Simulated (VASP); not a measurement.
# Nb (Fd-3m) in VASP: further runs, part 2 of 2

VASP 6.6.1. Earlier steps stand in the parts before.

## Step 4: Relaxation of cell and atoms, PBE

This run uses another cell than the first one, of 24.01 Å³/atom.

File INCAR:

```
  ALGO = Normal
  EDIFF = 1E-6
  EDIFFG = -0.03
  ENCUT = 600
  GGA = PE
  IBRION = 2
  ISIF = 3
  ISMEAR = -1
  LASPH = True
  LCHARG = False
  LREAL = False
  LWAVE = False
  NELM = 60
  NSW = 80
  PREC = Accurate
  SIGMA = 0.05
```

File KPOINTS:

```
k-points
0
Gamma
  7 7 7
```

File POSCAR:

```
Nb
1.0
    0.0000000000      2.8850000000      2.8850000000
    2.8850000000      0.0000000000      2.8850000000
    2.8850000000      2.8850000000      0.0000000000
Nb
2
Direct
    0.0000000000      0.0000000000      0.0000000000
    0.2500000000      0.2500000000      0.2500000000
```

Potentials or basis: VASP PAW PBE potentials, release 64 (Nb_sv).

Launch:

```
> cat potpaw_PBE.64/Nb_sv/POTCAR > POTCAR
> mpirun -np 1 vasp_std > vasp.out
```

OUTCAR:

```text
EDIFF = 1E-6
   EDIFFG = -0.03
   ENCUT = 600
   GGA = PE
   IBRION = 2
   ISIF = 3
   ISMEAR = -1
   LASPH = True
   LREAL = False
   NELM = 60
   NSW = 80
   PREC = Accurate

 ion  position               nearest neighbor table
   1  0.000  0.000  0.000-   2 2.50   2 2.50   2 2.50   2 2.50
   2  0.250  0.250  0.250-   1 2.50   1 2.50   1 2.50   1 2.50

  LATTYP: Found a face centered cubic cell.
 ALAT       =     5.7700000000

  Lattice vectors:

 A1 = (   0.0000000000,   2.8850000000,   2.8850000000)
 A2 = (   2.8850000000,   0.0000000000,   2.8850000000)
 A3 = (   2.8850000000,   2.8850000000,   0.0000000000)

Analysis of symmetry for initial positions (statically):
=====================================================================
 Subroutine PRICEL returns:
 Original cell was already a primitive cell.

 Routine SETGRP: Setting up the symmetry group for a
 face centered cubic supercell.

 Subroutine GETGRP returns: Found 48 space group operations
 (whereof 24 operations were pure point group operations)
 out of a pool of 48 trial point group operations.

The static configuration has the point symmetry T_d .
 The point group associated with its full space group is O_h .

Analysis of symmetry for dynamics (positions and initial velocities):
=====================================================================
 Subroutine PRICEL returns:
 Original cell was already a primitive cell.

 Routine SETGRP: Setting up the symmetry group for a
 face centered cubic supercell.

 Subroutine GETGRP returns: Found 48 space group operations
 (whereof 24 operations were pure point group operations)
 out of a pool of 48 trial point group operations.

The dynamic configuration has the point symmetry T_d .
 The point group associated with its full space group is O_h .

 Subroutine INISYM returns: Found 48 space group operations
 (whereof 24 operations are pure point group operations),
 and found     1 'primitive' translations

----------------------------------------------------------------------------------------

                                     Primitive cell

  volume of cell :      48.0250

  direct lattice vectors                    reciprocal lattice vectors
     0.000000000  2.885000000  2.885000000    -0.173310225  0.173310225  0.173310225
     2.885000000  0.000000000  2.885000000     0.173310225 -0.173310225  0.173310225
     2.885000000  2.885000000  0.000000000     0.173310225  0.173310225 -0.173310225

  length of vectors
     4.080006127  4.080006127  4.080006127     0.300182116  0.300182116  0.300182116

  position of ions in fractional coordinates (direct lattice)
     0.000000000  0.000000000  0.000000000
     0.250000000  0.250000000  0.250000000

  ion indices of the primitive-cell ions
   primitive index   ion index
                 1           1
                 2           2

----------------------------------------------------------------------------------------

 KPOINTS: k-points

Automatic generation of k-mesh.
 Grid dimensions read from file:
 generate k-points for:    7    7    7

 Generating k-lattice:

  Cartesian coordinates                     Fractional coordinates (reciprocal lattice)
    -0.024758604  0.024758604  0.024758604     0.142857143  0.000000000  0.000000000
     0.024758604 -0.024758604  0.024758604     0.000000000  0.142857143  0.000000000
     0.024758604  0.024758604 -0.024758604     0.000000000  0.000000000  0.142857143

  Length of vectors
     0.042883159  0.042883159  0.042883159

  Shift w.r.t. Gamma in fractional coordinates (k-lattice)
     0.000000000  0.000000000  0.000000000

 Subroutine IBZKPT returns following result:
 ===========================================

 Found     20 irreducible k-points:

 Following reciprocal coordinates:
            Coordinates               Weight
  0.000000  0.000000  0.000000      1.000000
  0.142857  0.000000  0.000000      8.000000
  0.285714  0.000000  0.000000      8.000000
  0.428571  0.000000  0.000000      8.000000
  0.142857  0.142857  0.000000      6.000000
  0.285714  0.142857  0.000000     24.000000
[... 12 lines left out ...]
 -0.428571  0.428571  0.142857     24.000000
 -0.285714  0.428571  0.142857     24.000000
   k-points           NKPTS =     20   k-points in BZ     NKDIM =     20   number of bands    NBANDS=     17
   number of dos      NEDOS =    301   number of ions     NIONS =      2
   total plane-waves  NPLWV =  46656
   dimension x,y,z NGX =    36 NGY =   36 NGZ =   36
   dimension x,y,z NGXF=    72 NGYF=   72 NGZF=   72
   ions per type =               2
   NGX,Y,Z   is equivalent  to a cutoff of  14.67, 14.67, 14.67 a.u.
   NGXF,Y,Z  is equivalent  to a cutoff of  29.34, 29.34, 29.34 a.u.
 SYSTEM =  unknown system
   PREC   = accura    normal or accurate (medium, high low for compatibility)
   ISTART =      0    job   : 0-new  1-cont  2-samecut
   ICHARG =      2    charge: 1-file 2-atom 10-const
   ISPIN  =      1    spin polarized calculation?
   LNONCOLLINEAR =      F non collinear calculations
   LSORBIT =      F    spin-orbit coupling
   LASPH  =      T    aspherical Exc in radial PAW
   ENCUT  =  600.0 eV  44.10 Ry    6.64 a.u.   8.15  8.15  8.15*2*pi/ulx,y,z
   NELM   =     60;   NELMIN=  2; NELMDL= -5     # of ELM steps
   EDIFF  = 0.1E-05   stopping-criterion for ELM
   LREAL  =      F    real-space projection
   EDIFFG = -.3E-01   stopping-criterion for IOM
   NSW    =     80    number of steps for IOM
   IBRION =      2    ionic relax: 0-MD 1-quasi-New 2-CG
   NFREE  =      1    steps in history (QN), initial steepest desc. (CG)
   ISIF   =      3    stress and relaxation
   ISYM   =      2    0-nonsym 1-usesym 2-fastsym
   POTIM  = 0.5000    time-step for ionic-motion
   TEBEG  =    0.0;   TEEND  =   0.0 temperature during run
   PSTRESS=    0.0 pullay stress
   NELECT =      26.0000    total number of electrons
   NUPDOWN=      -1.0000    fix difference up-down
   EMIN   =  10.00;   EMAX   =-10.00  energy-range for DOS
   EFERMI =   0.00;   METHOD = LEGACY
   ISMEAR =    -1;   SIGMA  =   0.05  broadening in eV -4-tet -1-fermi 0-gaus
   EFERMI_NEDOS =   21; number of points for ismear=-14 and -15
   IALGO  =     38    algorithm
   IMIX   =      4    mixing-type and parameters
     AMIX     =   0.40;   BMIX     =  1.00
     AMIX_MAG =   1.60;   BMIX_MAG =  1.00
  volume/ion in A,a.u.               =      24.01       162.04
  Fermi-wavevector in a.u.,A,eV,Ry     =   1.334269  2.521403 24.222103  1.780274
  Thomas-Fermi vector in A             =   2.463064
   LORBIT       =      0    0 simple, 1 ext, 2 COOP (PROOUT), +10 PAW based schemes
   GGA     = PE    functional components
   LHFCALC =     F    Hartree Fock is set to
   AEXX    =    0.0000 exact exchange contribution
   IVDW    =     0    specifies the selected vdW correction
   LEPSILON=     F    determine dielectric tensor
   LRPA    =     F    only Hartree local field effects (RPA)
 conjugate gradient relaxation of ions
 non-spin polarized calculation
  energy-cutoff  :      600.00
  volume of cell :       48.03
 maximum number of plane-waves:      1639
 NGX is ok and might be reduce to    36
   NGX = 17   NGY = 17   NGZ = 17

--------------------------------------- Ionic step        1  -------------------------------------------

 number of electron      26.0000001 magnetization

 Free energy of the ion-electron system (eV)
  ---------------------------------------------------
  ext. energy  EPLUGINS =         0.00000000
  ---------------------------------------------------
  free energy    TOTEN  =       -15.32745138 eV

  energy without entropy =      -15.31293680  energy(sigma->0) =      -15.32019409

------------------------ aborting loop because EDIFF is reached ----------------------------------------

  FORCE on cell =-STRESS in cart. coord.  units (eV):
  Direction    XX          YY          ZZ          XY          YZ          ZX
  --------------------------------------------------------------------------------------
  -------------------------------------------------------------------------------------
  Total        1.5762657      1.5762657      1.5762657      0.0000000      0.0000000      0.0000000
  in kB       52.5862938     52.5862938     52.5862938      0.0000000      0.0000000      0.0000000
  external PRESSURE =      52.5862938 kB  Pullay stress =       0.0000000 kB
[... 57 lines left out ...]
  energy  without entropy=      -15.3345972172  energy(sigma->0) =      -15.34642244

--------------------------------------- Ionic step        3  -------------------------------------------

 number of electron      26.0000000 magnetization

 Free energy of the ion-electron system (eV)
  ---------------------------------------------------
  ext. energy  EPLUGINS =         0.00000000
  ---------------------------------------------------
  free energy    TOTEN  =       -15.37968415 eV

  energy without entropy =      -15.35914517  energy(sigma->0) =      -15.36941466

 E-fermi :   6.6998     XC(G=0): -10.3394

 val. band max:        6.6631000949   @ k =  -0.4286   0.4286   0.1429
 cond. band min:       6.7872487991   @ k =   0.1429   0.1429   0.0000
 fundamental gap:      0.1241487043
 Fermi energy:         6.6998200126

 k-point     1 :       0.0000    0.0000    0.0000
  band No.  band energies     occupation
      1     -47.7529      2.00000
      2     -47.0616      2.00000
      3     -24.1507      2.00000
      4     -24.1507      2.00000
      5     -24.1507      2.00000
      6     -23.0229      2.00000
[... 9 lines left out ...]
     16       8.6626      0.00000
     17       8.6626      0.00000
[... 407 lines left out ...]
  FREE ENERGIE OF THE ION-ELECTRON SYSTEM (eV)
  ---------------------------------------------------
  free  energy   TOTEN  =       -15.3796841518 eV

  energy  without entropy=      -15.3591451744  energy(sigma->0) =      -15.36941466

 reached required accuracy - stopping structural energy minimisation
```

OSZICAR:

```text
N       E                     dE             d eps       ncg     rms          rms(c)
DAV:   1     0.329807772492E+03    0.32981E+03   -0.15842E+04   680   0.173E+03
DAV:   2     0.745900904452E+01   -0.32235E+03   -0.31903E+03   847   0.632E+02
DAV:   3    -0.140155302231E+02   -0.21475E+02   -0.20727E+02  1286   0.121E+02
[... 27 lines left out ...]
DAV:   4    -0.153672338762E+02   -0.11483E-01   -0.47510E-02  1092   0.119E+00    0.519E-01
DAV:   5    -0.153797573155E+02   -0.12523E-01   -0.45513E-02  1244   0.147E+00    0.368E-01
DAV:   6    -0.153796634373E+02    0.93878E-04   -0.40580E-03   830   0.648E-01    0.261E-02
DAV:   7    -0.153796921997E+02   -0.28762E-04   -0.32894E-04  1207   0.143E-01    0.358E-02
DAV:   8    -0.153796841393E+02    0.80604E-05   -0.27704E-05   867   0.538E-02    0.826E-03
DAV:   9    -0.153796841518E+02   -0.12504E-07   -0.14912E-06   601   0.141E-02
   3 F= -.15379684E+02 E0= -.15369415E+02  d E =-.522328E-01
```

Run time: 1.8 min. Hardware: 1 thread of Intel Xeon 8259CL, shared host; peak memory 0.21 GiB.

Results:

```yaml
Free_energy: -15.3797 eV
Relaxed_volume: 25.69 Å³/atom
Relaxed_cell: a = 4.173 Å, b = 4.173 Å, c = 4.173 Å, α = 60.00°, β = 60.00°, γ = 60.00°
Space_group_after_relaxing_to_0.1_Å: Fd-3m (No. 227)
Energy_gained_by_relaxing: 26.1 meV/atom
Ionic_steps: 3
Pressure_after_relaxing: 0.0 GPa
Band_gap_on_the_k_mesh: zero (bands 13 and 14 overlap by 0.94 eV)
```

Step by step:
```
step  energy change (eV)  largest force (eV/Å)  pressure (GPa)  volume (Å³)
   1              0.0000                0.0000            5.26        48.03
   2             -0.0308                0.0000           -2.84        53.71
   3             -0.0522                0.0000           -0.02        51.38
```

Final structure:
```
Nb
1.0
     0.00000    2.95075    2.95075
     2.95075    0.00000    2.95075
     2.95075    2.95075    0.00000
Nb
2
Direct
  0.00000 0.00000 0.00000
  0.25000 0.25000 0.25000
```

Levels at points of the mesh, in eV from the Fermi level:
```tsv
k point	band 10	band 11	band 12	band 13	band 14	band 15	band 16	band 17
(0.00, 0.00, 0.00)	-1.40	-1.40	-0.48	-0.48	-0.48	1.96	1.96	1.96
```

## Step 5: Relaxation of cell and atoms, PBE

File INCAR:

```
SYSTEM = Nb
PREC = Accurate
ENCUT = 600
EDIFF = 1E-6
ISMEAR = -1
SIGMA = 0.05
LREAL = .False.
LASPH = .True.
NELM = 60
ALGO = Normal
ISIF = 3
LWAVE = .False.
LCHARG = .False.
GGA = PE
IBRION = 2
NSW = 80
EDIFFG = -0.03
```

File KPOINTS:

```
regular mesh
0
Gamma
  7 7 7
  0 0 0
```

File POSCAR:

```
Nb
1.0
    0.0000000000      2.9509137370      2.9509137370
    2.9509137370      0.0000000000      2.9509137370
    2.9509137370      2.9509137370      0.0000000000
Nb
2
Direct
    0.0000000000      0.0000000000      0.0000000000
    0.2500000000      0.2500000000      0.2500000000
```

Launch:

```
> cat potpaw_PBE.64/Nb_sv/POTCAR > POTCAR
> mpirun -np 1 vasp_std > vasp.out
```

Wall time 44 s (1 thread of Intel Xeon 8259CL, shared host); peak memory 0.21 GiB.

The run converged. Its results:

| Item | Value |
| --- | --- |
| Free energy | -15.3811 eV |
| Pressure after relaxing | 0.0 GPa |
| Band gap on the k mesh | zero (bands 13 and 14 overlap by 0.94 eV) |

Final structure:
```
CELL_PARAMETERS angstrom
0.00000 2.95091 2.95091
2.95091 0.00000 2.95091
2.95091 2.95091 0.00000
ATOMIC_POSITIONS crystal
Nb 0.00000 0.00000 0.00000
Nb 0.25000 0.25000 0.25000
```

Levels at points of the mesh, in eV from the Fermi level:
| k point | band 9 | band 10 | band 11 | band 12 | band 13 | band 14 | band 15 | band 16 | band 17 |
| --- | --- | --- | --- | --- | --- | --- | --- | --- | --- |
| (0.00, 0.00, 0.00) | -4.38 | -1.40 | -1.40 | -0.48 | -0.48 | -0.48 | 1.96 | 1.96 | 1.96 |

Caveat: the relaxation stopped at its first step, so nothing moved.

## Step 6: The runs side by side

```tsv
task	cell	cutoff (eV)	gap on the mesh (eV)	pressure (GPa)
single point	a = 4.173 Å, angles 60.0°, 2 atoms	520	none	0.0
relaxation of cell and atoms	relaxed from a = 4.080 Å, angles 60.0°, 2 atoms	600	none	0.0
relaxation of cell and atoms	relaxed from a = 4.173 Å, angles 60.0°, 2 atoms	600	none	0.0
```

Alike in all rows: level PBE; potentials or basis VASP PAW PBE potentials, release 64 (Nb_sv); no spin polarisation; k mesh 7 × 7 × 7; smearing fermi-dirac 0.05 eV.

Caveats: the relaxation stopped at its first step, so nothing moved (at least some runs).

Total energies depend on the potentials used, so only differences within one code and one set of settings carry meaning.
